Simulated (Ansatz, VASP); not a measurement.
**KBr in VASP and in Ansatz**

```
K Br
1.0
     3.97587    0.00000    0.00000
     0.00000    3.82757    0.00000
     0.00000    0.00000    3.97587
K Br
1 1
Direct
  0.00000 0.00000 0.00000
  0.50000 0.50000 0.50000
```

Change from the starting cell: uniaxial_y strain -3.7%.

Alike in both runs: task single point; functional PBE; k mesh 6 × 6 × 6; occupations fermi-dirac, width 0.02 eV; no spin polarisation.

```csv
,VASP,Ansatz
version,VASP 6.6.1,Ansatz 0.2.0
potentials or method,"VASP PAW PBE potentials, release 64 (K_sv, Br)","plane waves, PAW"
plane-wave cutoff (eV),520,420
valence electrons in the cell,16,16
```

|  | VASP | Ansatz | Ansatz less VASP |
| --- | --- | --- | --- |
| gap on the k mesh at the Fermi level (eV) | 3.99 | 4.00 | +0.001 |
| pressure (GPa) | 1.7 | 1.7 | -0.06 |
| traceless stress, the component that is largest in VASP (GPa) | 1.03 | 1.04 | +0.002 |
